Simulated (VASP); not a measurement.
Input of a VASP 6.6.1 run:

Contents of POSCAR:

```
MgSe
1.0
    0.0000000000      2.7362693762      2.7362693762
    2.7362693762      0.0000000000      2.7362693762
    2.7362693762      2.7362693762      0.0000000000
Mg Se
1 1
Direct
    0.0000000000      0.0000000000      0.0000000000
    0.5000000000      0.5000000000      0.5000000000
```

The input INCAR.step1:

```
  PREC = Accurate
  ENCUT = 500
  EDIFF = 1E-8
  ISMEAR = 0
  SIGMA = 0.01
  LREAL = F
  LASPH = T
  NELM = 100
  ALGO = Normal
  LWAVE = T
  LCHARG = F
  GGA = PE
```

The input INCAR.step2:

```
  PREC = Accurate
  ENCUT = 500
  EDIFF = 1E-8
  ISMEAR = 0
  SIGMA = 0.01
  LREAL = F
  LASPH = T
  NELM = 1
  ALGO = Exact
  LWAVE = T
  LCHARG = F
  GGA = PE
  NBANDS = 64
  LOPTICS = T
  ISTART = 1
```

File INCAR.step3:

```
  PREC = Accurate
  ENCUT = 500
  EDIFF = 1E-8
  ISMEAR = 0
  SIGMA = 0.01
  LREAL = F
  LASPH = T
  ALGO = EVGW0
  LWAVE = F
  LCHARG = F
  GGA = PE
  NELMGW = 1
  NBANDS = 64
  ENCUTGW = 80.0
  NOMEGA = 48
  PRECFOCK = Fast
  ISTART = 1
  NBANDSGW = 12
```

File KPOINTS:

```
Automatic mesh
0
Gamma
  4 4 4
```

Potentials or basis: VASP PAW PBE potentials, release 64 (Mg_GW, Se_GW).

Launch:

```bash
$ cat potpaw_PBE.64/Mg_GW/POTCAR potpaw_PBE.64/Se_GW/POTCAR > POTCAR
$ cp INCAR.step1 INCAR
$ mpirun -np 1 vasp_std > vasp.out
$ cp INCAR.step2 INCAR
$ mpirun -np 1 vasp_std > vasp.out
$ cp INCAR.step3 INCAR
$ mpirun -np 1 vasp_std > vasp.out
```

(1) What does it give for the quasiparticle gap?

(2) Estimate the least direct quasiparticle gap.

(3) Predict the band gap on the k mesh, mean-field level.

## Answers

(1) 2.79 eV.

(2) 3.72 eV.

(3) 1.75 eV, indirect (least direct gap 2.49 eV).

Caveat: the k points lie up to 0.50 Å⁻¹ apart; bands, screening cutoff and mesh are small and nothing is extrapolated, so the quasiparticle values aren't converged.
